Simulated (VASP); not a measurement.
# Sr (Fm-3m) in VASP: a series of runs

Runs on Sr. Level: r2SCAN. Tasks: single point.

Everything below comes from runs of VASP 6.6.1. Logs are shortened: lines on timing, memory, paths and dates and some standing lists are left out, and cuts for length are marked.

### Step 1. The cell of the first run

Symmetry: Fm-3m, No. 225, cubic system. Conventional cell: a = 6.067 Å, b = 6.067 Å, c = 6.067 Å, α = 90.00°, β = 90.00°, γ = 90.00°. Sr (site symmetry m-3m) has 12 Sr at 4.29 Å within 5.6 Å.

### Step 2. Single point, r2SCAN

File POSCAR:

```
Sr
1.0
    0.0000000000      3.0336031300      3.0336031300
    3.0336031300      0.0000000000      3.0336031300
    3.0336031300      3.0336031300      0.0000000000
Sr
1
Direct
    0.0000000000      0.0000000000      0.0000000000
```

File INCAR.step1:

```
SYSTEM = Sr
ALGO = Normal ; EDIFF = 1E-4
ENCUT = 520 ; GGA = PE
ISMEAR = 0 ; LASPH = .True.
LCHARG = .False. ; LREAL = .False.
LWAVE = .True. ; NBANDS = 11
NELM = 60 ; PREC = Accurate
SIGMA = 0.1
```

File INCAR.step2:

```
SYSTEM = Sr
ALGO = Normal ; EDIFF = 1E-7
ENCUT = 520 ; ISIF = 2
ISMEAR = 0 ; ISTART = 1
LASPH = .True. ; LCHARG = .True.
LELF = .True. ; LMIXTAU = .True.
LREAL = .False. ; LVHAR = .True.
LWAVE = .False. ; METAGGA = R2SCAN
NBANDS = 11 ; NELM = 60
PREC = Accurate ; SIGMA = 0.1
```

File KPOINTS:

```
k-points
0
Gamma
  6 6 6
  0 0 0
```

Potentials or basis: VASP PAW PBE potentials, release 64 (Sr_sv).

Started as:

```bash
$ cat potpaw_PBE.64/Sr_sv/POTCAR > POTCAR
$ cp INCAR.step1 INCAR
$ mpirun -np 1 vasp_std > vasp.out
$ cp INCAR.step2 INCAR
$ mpirun -np 1 vasp_std > vasp.out
```

OUTCAR:

```text
SYSTEM = Sr
   EDIFF = 1E-7
   ENCUT = 520
   ISIF = 2
   ISMEAR = 0
   ISTART = 1
   LASPH = .True.
   LREAL = .False.
   METAGGA = R2SCAN
   NELM = 60
   PREC = Accurate

 ion  position               nearest neighbor table
   1  0.000  0.000  0.000-

  LATTYP: Found a face centered cubic cell.
 ALAT       =     6.0672062600

  Lattice vectors:

 A1 = (   0.0000000000,   3.0336031300,   3.0336031300)
 A2 = (   3.0336031300,   0.0000000000,   3.0336031300)
 A3 = (   3.0336031300,   3.0336031300,   0.0000000000)

Analysis of symmetry for initial positions (statically):
=====================================================================
 Subroutine PRICEL returns:
 Original cell was already a primitive cell.

 Routine SETGRP: Setting up the symmetry group for a
 face centered cubic supercell.

 Subroutine GETGRP returns: Found 48 space group operations
 (whereof 48 operations were pure point group operations)
 out of a pool of 48 trial point group operations.

The static configuration has the point symmetry O_h .

Analysis of symmetry for dynamics (positions and initial velocities):
=====================================================================
 Subroutine PRICEL returns:
 Original cell was already a primitive cell.

 Routine SETGRP: Setting up the symmetry group for a
 face centered cubic supercell.

 Subroutine GETGRP returns: Found 48 space group operations
 (whereof 48 operations were pure point group operations)
 out of a pool of 48 trial point group operations.

The dynamic configuration has the point symmetry O_h .

 Subroutine INISYM returns: Found 48 space group operations
 (whereof 48 operations are pure point group operations),
 and found     1 'primitive' translations

----------------------------------------------------------------------------------------

                                     Primitive cell

  volume of cell :      55.8350

  direct lattice vectors                    reciprocal lattice vectors
     0.000000000  3.033603130  3.033603130    -0.164820505  0.164820505  0.164820505
     3.033603130  0.000000000  3.033603130     0.164820505 -0.164820505  0.164820505
     3.033603130  3.033603130  0.000000000     0.164820505  0.164820505 -0.164820505

  length of vectors
     4.290162689  4.290162689  4.290162689     0.285477489  0.285477489  0.285477489

  position of ions in fractional coordinates (direct lattice)
     0.000000000  0.000000000  0.000000000

  ion indices of the primitive-cell ions
   primitive index   ion index
                 1           1

----------------------------------------------------------------------------------------

 KPOINTS: k-points

Automatic generation of k-mesh.
 Grid dimensions read from file:
 generate k-points for:    6    6    6

 Generating k-lattice:

  Cartesian coordinates                     Fractional coordinates (reciprocal lattice)
    -0.027470084  0.027470084  0.027470084     0.166666667  0.000000000  0.000000000
     0.027470084 -0.027470084  0.027470084     0.000000000  0.166666667  0.000000000
     0.027470084  0.027470084 -0.027470084     0.000000000  0.000000000  0.166666667

  Length of vectors
     0.047579581  0.047579581  0.047579581

  Shift w.r.t. Gamma in fractional coordinates (k-lattice)
     0.000000000  0.000000000  0.000000000

 Subroutine IBZKPT returns following result:
 ===========================================

 Found     16 irreducible k-points:

 Following reciprocal coordinates:
            Coordinates               Weight
  0.000000  0.000000  0.000000      1.000000
  0.166667  0.000000  0.000000      8.000000
  0.333333  0.000000  0.000000      8.000000
  0.500000  0.000000  0.000000      4.000000
  0.166667  0.166667  0.000000      6.000000
  0.333333  0.166667  0.000000     24.000000
[... 8 lines left out ...]
 -0.333333  0.333333  0.166667     24.000000
 -0.333333  0.500000  0.166667     12.000000
   k-points           NKPTS =     16   k-points in BZ     NKDIM =     16   number of bands    NBANDS=     11
   number of dos      NEDOS =    301   number of ions     NIONS =      1
   total plane-waves  NPLWV =  32768
   dimension x,y,z NGX =    32 NGY =   32 NGZ =   32
   dimension x,y,z NGXF=    64 NGYF=   64 NGZF=   64
   ions per type =               1
   NGX,Y,Z   is equivalent  to a cutoff of  12.40, 12.40, 12.40 a.u.
   NGXF,Y,Z  is equivalent  to a cutoff of  24.80, 24.80, 24.80 a.u.
 SYSTEM =  Sr
   PREC   = accura    normal or accurate (medium, high low for compatibility)
   ISTART =      1    job   : 0-new  1-cont  2-samecut
   ICHARG =      0    charge: 1-file 2-atom 10-const
   ISPIN  =      1    spin polarized calculation?
   LNONCOLLINEAR =      F non collinear calculations
   LSORBIT =      F    spin-orbit coupling
   LASPH  =      T    aspherical Exc in radial PAW
   ENCUT  =  520.0 eV  38.22 Ry    6.18 a.u.   7.98  7.98  7.98*2*pi/ulx,y,z
   NELM   =     60;   NELMIN=  2; NELMDL=  0     # of ELM steps
   EDIFF  = 0.1E-06   stopping-criterion for ELM
   LREAL  =      F    real-space projection
   EDIFFG = 0.1E-05   stopping-criterion for IOM
   NSW    =      0    number of steps for IOM
   IBRION =     -1    ionic relax: 0-MD 1-quasi-New 2-CG
   NFREE  =      0    steps in history (QN), initial steepest desc. (CG)
   ISIF   =      2    stress and relaxation
   ISYM   =      2    0-nonsym 1-usesym 2-fastsym
   POTIM  = 0.5000    time-step for ionic-motion
   TEBEG  =    0.0;   TEEND  =   0.0 temperature during run
   PSTRESS=    0.0 pullay stress
   NELECT =      10.0000    total number of electrons
   NUPDOWN=      -1.0000    fix difference up-down
   EMIN   =  10.00;   EMAX   =-10.00  energy-range for DOS
   EFERMI =   0.00;   METHOD = LEGACY
   ISMEAR =     0;   SIGMA  =   0.10  broadening in eV -4-tet -1-fermi 0-gaus
   EFERMI_NEDOS =   21; number of points for ismear=-14 and -15
   IALGO  =     38    algorithm
   IMIX   =      4    mixing-type and parameters
     AMIX     =   0.40;   BMIX     =  1.00
     AMIX_MAG =   1.60;   BMIX_MAG =  1.00
  volume/ion in A,a.u.               =      55.83       376.79
  Fermi-wavevector in a.u.,A,eV,Ry     =   0.922797  1.743833 11.586094  0.851554
  Thomas-Fermi vector in A             =   2.048363
   LORBIT       =      0    0 simple, 1 ext, 2 COOP (PROOUT), +10 PAW based schemes
   METAGGA = R2SCAN    functional components
   LHFCALC =     F    Hartree Fock is set to
   AEXX    =    0.0000 exact exchange contribution
   IVDW    =     0    specifies the selected vdW correction
   LEPSILON=     F    determine dielectric tensor
   LRPA    =     F    only Hartree local field effects (RPA)
 non-spin polarized calculation
 Gauss-broadening in eV      SIGMA  =   0.10
  energy-cutoff  :      520.00
  volume of cell :       55.83
 maximum number of plane-waves:      1524
   NGX = 15   NGY = 15   NGZ = 15

 number of electron      10.0000000 magnetization

 Free energy of the ion-electron system (eV)
  ---------------------------------------------------
  ext. energy  EPLUGINS =         0.00000000
  ---------------------------------------------------
  free energy    TOTEN  =       -15.07935942 eV

  energy without entropy =      -15.06631692  energy(sigma->0) =      -15.07283817

 E-fermi :   1.5749     XC(G=0):  -7.7393

 val. band max:        1.5565273503   @ k =  -0.3333   0.3333   0.1667
 cond. band min:       1.6226232977   @ k =  -0.3333   0.3333   0.1667
 fundamental gap:      0.0660959475
 Fermi energy:         1.5749330423

 k-point     1 :       0.0000    0.0000    0.0000
  band No.  band energies     occupation
      1     -36.4990      2.00000
      2     -17.7607      2.00000
      3     -17.7607      2.00000
      4     -17.7607      2.00000
      5      -2.2515      2.00000
      6       4.2406      0.00000
      7       4.2406      0.00000
      8       4.2406      0.00000
      9       5.7568      0.00000
     10       5.7568      0.00000
     11       9.0206      0.00000

 k-point     2 :       0.1667    0.0000    0.0000
  band No.  band energies     occupation
      1     -36.4954      2.00000
      2     -17.8102      2.00000
      3     -17.7673      2.00000
      4     -17.7673      2.00000
      5      -1.7975      2.00000
      6       3.5664      0.00000
      7       4.3970      0.00000
      8       4.3970      0.00000
      9       5.5687      0.00000
     10       5.5687      0.00000
     11       9.5456      0.00000

 k-point     3 :       0.3333    0.0000    0.0000
  band No.  band energies     occupation
      1     -36.4884      2.00000
      2     -17.9070      2.00000
      3     -17.7803      2.00000
      4     -17.7803      2.00000
      5      -0.6078      2.00000
      6       2.4236      0.00000
      7       4.2306      0.00000
      8       4.2306      0.00000
      9       6.1092      0.00000
     10       6.1092      0.00000
     11       8.1997      0.00000

 k-point     4 :       0.5000    0.0000    0.0000
  band No.  band energies     occupation
      1     -36.4848      2.00000
      2     -17.9544      2.00000
      3     -17.7868      2.00000
      4     -17.7868      2.00000
      5       0.5000      2.00000
      6       1.5063      1.66827
      7       4.0395      0.00000
      8       4.0395      0.00000
      9       6.8254      0.00000
     10       6.8254      0.00000
     11       7.7381      0.00000
[... 127 lines left out ...]
 k-point    14 :       0.5000    0.3333    0.1667
  band No.  band energies     occupation
      1     -36.4837      2.00000
      2     -17.9049      2.00000
      3     -17.8388      2.00000
      4     -17.8035      2.00000
      5       0.3418      2.00000
      6       2.3966      0.00000
      7       2.8827      0.00000
      8       4.8583      0.00000
      9       5.7333      0.00000
     10       7.1090      0.00000
     11       7.9836      0.00000

 k-point    15 :      -0.3333    0.3333    0.1667
  band No.  band energies     occupation
      1     -36.4813      2.00000
      2     -17.9106      2.00000
      3     -17.8621      2.00000
      4     -17.8143      2.00000
      5       1.5565      1.20536
      6       1.6226      0.50003
      7       2.6808      0.00000
      8       4.5622      0.00000
      9       6.2419      0.00000
     10       7.2380      0.00000
     11       7.2963      0.00000

 k-point    16 :      -0.3333    0.5000    0.1667
  band No.  band energies     occupation
      1     -36.4802      2.00000
      2     -17.9148      2.00000
      3     -17.8588      2.00000
      4     -17.8321      2.00000
      5       1.4373      1.94837
      6       2.1404      0.00000
      7       2.3902      0.00000
      8       4.6581      0.00000
      9       7.1418      0.00000
     10       7.3680      0.00000
     11       7.4313      0.00000

------------------------ aborting loop because EDIFF is reached ----------------------------------------

  FORCE on cell =-STRESS in cart. coord.  units (eV):
  Direction    XX          YY          ZZ          XY          YZ          ZX
  --------------------------------------------------------------------------------------
  -------------------------------------------------------------------------------------
  Total        0.0562637      0.0562637      0.0562637     -0.0000000     -0.0000000      0.0000000
  in kB        1.6144804      1.6144804      1.6144804     -0.0000000     -0.0000000      0.0000000
  external PRESSURE =       1.6144804 kB  Pullay stress =       0.0000000 kB

 VOLUME and BASIS-vectors are now :
 -----------------------------------------------------------------------------
  energy-cutoff  :      520.00
  volume of cell :       55.83
      direct lattice vectors                 reciprocal lattice vectors
     0.000000000  3.033603130  3.033603130    -0.164820505  0.164820505  0.164820505
     3.033603130  0.000000000  3.033603130     0.164820505 -0.164820505  0.164820505
     3.033603130  3.033603130  0.000000000     0.164820505  0.164820505 -0.164820505

 POSITION                                       TOTAL-FORCE (eV/Angst)
 -----------------------------------------------------------------------------------
      0.00000      0.00000      0.00000         0.000000      0.000000      0.000000
 -----------------------------------------------------------------------------------
    total drift:                                0.000000      0.000000      0.000000

  FREE ENERGIE OF THE ION-ELECTRON SYSTEM (eV)
  ---------------------------------------------------
  free  energy   TOTEN  =       -15.0793594188 eV

  energy  without entropy=      -15.0663169211  energy(sigma->0) =      -15.07283817
```

Run time: 34 s. Hardware: 1 thread of Intel Xeon Platinum 8488C (Sapphire Rapids), shared host; peak memory 0.18 GiB.

What came out:

| Quantity | Value |
| --- | --- |
| Free energy | -15.0794 eV |
| Pressure | 0.2 GPa |
| Band gap on the k mesh | zero (band 5 reaches 1.56 eV, above the bottom of band 6 at 1.51 eV) |

Levels at points of the mesh, in eV from the Fermi level:
```
           k point  band 3  band 4  band 5  band 6  band 7  band 8
(0.00, 0.00, 0.00)  -19.34  -19.34   -3.83    2.67    2.67    2.67
(0.50, 0.00, 0.00)  -19.36  -19.36   -1.07   -0.07    2.46    2.46
(0.50, 0.50, 0.00)  -19.41  -19.41   -0.60    0.48    0.99    5.24
```

Caveat: the PAW data sets were made with another functional, which shifts forces and pressure a little.

### Step 3. Single point, r2SCAN

This run uses another cell than the first one, of 56.74 Å³/atom, 1.016 times its volume.

File POSCAR:

```
Sr
1.0
    0.0000000000      3.0498862965      3.0498862965
    3.0498862965      0.0000000000      3.0498862965
    3.0498862965      3.0498862965      0.0000000000
Sr
1
Direct
    0.0000000000      0.0000000000      0.0000000000
```

File INCAR.step1:

```
  PREC = Accurate
  ENCUT = 520
  ISMEAR = 0
  SIGMA = 0.1
  LREAL = False
  LASPH = True
  NELM = 60
  NBANDS = 11
  GGA = PE
  ALGO = Normal
  EDIFF = 1E-4
  LWAVE = True
  LCHARG = False
```

File INCAR.step2:

```
  PREC = Accurate
  ENCUT = 520
  EDIFF = 1E-7
  ISMEAR = 0
  SIGMA = 0.1
  LREAL = False
  LASPH = True
  NELM = 60
  ALGO = Normal
  ISIF = 2
  LWAVE = False
  LCHARG = False
  METAGGA = R2SCAN
  LMIXTAU = True
  NBANDS = 11
  ISTART = 1
```

File KPOINTS:

```
Automatic mesh
0
Gamma
  12 12 12
```

Potentials or basis: VASP PAW PBE potentials, release 64 (Sr_sv).

Started as:

```bash
$ cat potpaw_PBE.64/Sr_sv/POTCAR > POTCAR
$ cp INCAR.step1 INCAR
$ mpirun -np 1 vasp_std > vasp.out
$ cp INCAR.step2 INCAR
$ mpirun -np 1 vasp_std > vasp.out
```

OUTCAR:

```text
PREC = Accurate
   ENCUT = 520
   EDIFF = 1E-7
   ISMEAR = 0
   LREAL = False
   LASPH = True
   NELM = 60
   ISIF = 2
   METAGGA = R2SCAN
   ISTART = 1

 ion  position               nearest neighbor table
   1  0.000  0.000  0.000-

  LATTYP: Found a face centered cubic cell.
 ALAT       =     6.0997725930

  Lattice vectors:

 A1 = (   0.0000000000,   3.0498862965,   3.0498862965)
 A2 = (   3.0498862965,   0.0000000000,   3.0498862965)
 A3 = (   3.0498862965,   3.0498862965,   0.0000000000)

Analysis of symmetry for initial positions (statically):
=====================================================================
 Subroutine PRICEL returns:
 Original cell was already a primitive cell.

 Routine SETGRP: Setting up the symmetry group for a
 face centered cubic supercell.

 Subroutine GETGRP returns: Found 48 space group operations
 (whereof 48 operations were pure point group operations)
 out of a pool of 48 trial point group operations.

The static configuration has the point symmetry O_h .

Analysis of symmetry for dynamics (positions and initial velocities):
=====================================================================
 Subroutine PRICEL returns:
 Original cell was already a primitive cell.
[... 158 lines left out ...]
 fundamental gap:      0.0224080559
 Fermi energy:         1.4830634202

 k-point     1 :       0.0000    0.0000    0.0000
  band No.  band energies     occupation
      1     -36.5849      2.00000
      2     -17.8482      2.00000
      3     -17.8482      2.00000
      4     -17.8482      2.00000
      5      -2.2882      2.00000
      6       4.1659      0.00000
      7       4.1659      0.00000
      8       4.1659      0.00000
      9       5.6649      0.00000
     10       5.6649      0.00000
     11       8.9257      0.00000
[... 309 lines left out ...]
 k-point    24 :      -0.4167    0.1667    0.0000
  band No.  band energies     occupation
      1     -36.5705      2.00000
      2     -18.0142      2.00000
      3     -17.9060      2.00000
      4     -17.8796      2.00000
      5       0.7769      2.00000
      6       1.5220      0.58174
      7       3.3070      0.00000
      8       4.2961      0.00000
      9       6.4110      0.00000
     10       6.7127      0.00000
     11       7.3983      0.00000

 [... further k-points ...]
[... 5 lines left out ...]
  --------------------------------------------------------------------------------------
  -------------------------------------------------------------------------------------
  Total        0.0051730      0.0051730      0.0051730      0.0000000     -0.0000000      0.0000000
  in kB        0.1460739      0.1460739      0.1460739      0.0000000     -0.0000000      0.0000000
  external PRESSURE =       0.1460739 kB  Pullay stress =       0.0000000 kB

 VOLUME and BASIS-vectors are now :
 -----------------------------------------------------------------------------
  energy-cutoff  :      520.00
  volume of cell :       56.74
      direct lattice vectors                 reciprocal lattice vectors
     0.000000000  3.049886296  3.049886296    -0.163940538  0.163940538  0.163940538
     3.049886296  0.000000000  3.049886296     0.163940538 -0.163940538  0.163940538
     3.049886296  3.049886296  0.000000000     0.163940538  0.163940538 -0.163940538

 POSITION                                       TOTAL-FORCE (eV/Angst)
 -----------------------------------------------------------------------------------
      0.00000      0.00000      0.00000         0.000000     -0.000000      0.000000
 -----------------------------------------------------------------------------------
    total drift:                                0.000000      0.000000      0.000000

  FREE ENERGIE OF THE ION-ELECTRON SYSTEM (eV)
  ---------------------------------------------------
  free  energy   TOTEN  =       -15.1011603958 eV

  energy  without entropy=      -15.0921582428  energy(sigma->0) =      -15.09665932
```

OUTCAR.step1:

```text
PREC = Accurate
   ENCUT = 520
   ISMEAR = 0
   LREAL = False
   LASPH = True
   NELM = 60
[... 550 lines left out ...]

 POSITION                                       TOTAL-FORCE (eV/Angst)
 -----------------------------------------------------------------------------------
      0.00000      0.00000      0.00000        -0.000000     -0.000000      0.000000
 -----------------------------------------------------------------------------------
    total drift:                                0.000000      0.000000      0.000000

  FREE ENERGIE OF THE ION-ELECTRON SYSTEM (eV)
  ---------------------------------------------------
  free  energy   TOTEN  =        -1.6377627167 eV

  energy  without entropy=       -1.6294235167  energy(sigma->0) =       -1.63359312
```

OSZICAR.step1:

```text
N       E                     dE             d eps       ncg     rms          rms(c)
DAV:   1     0.366387038022E+02    0.36639E+02   -0.46999E+03  1592   0.778E+02
DAV:   2     0.540782423517E-01   -0.36585E+02   -0.35934E+02  1847   0.155E+02
DAV:   3    -0.157412028880E+01   -0.16282E+01   -0.16131E+01  2348   0.236E+01
DAV:   4    -0.163214674708E+01   -0.58026E-01   -0.57923E-01  2008   0.451E+00
DAV:   5    -0.163493364121E+01   -0.27869E-02   -0.27866E-02  2310   0.651E-01    0.109E+01
DAV:   6    -0.163665343818E+01   -0.17198E-02   -0.67493E-03  1892   0.935E-01    0.615E+00
DAV:   7    -0.163775799287E+01   -0.11046E-02   -0.11659E-02  1736   0.122E+00    0.288E-01
DAV:   8    -0.163774186058E+01    0.16132E-04   -0.13692E-03  2423   0.220E-01    0.669E-02
DAV:   9    -0.163776271674E+01   -0.20856E-04   -0.20843E-05  1061   0.375E-02
   1 F= -.16377627E+01 E0= -.16335931E+01  d E =-.833920E-02
```

Wall time 2 min (1 thread of Intel Xeon Platinum 8488C (Sapphire Rapids), shared host); peak memory 0.21 GiB.

Results:

| Item | Value |
| --- | --- |
| Free energy | -15.1012 eV |
| Pressure | 0.0 GPa |
| Band gap on the k mesh | zero (band 5 reaches 1.62 eV, above the bottom of band 6 at 1.43 eV) |

Caveat: the PAW data sets were made with another functional, which shifts forces and pressure a little.

(Part 1 of 2 ends here.)
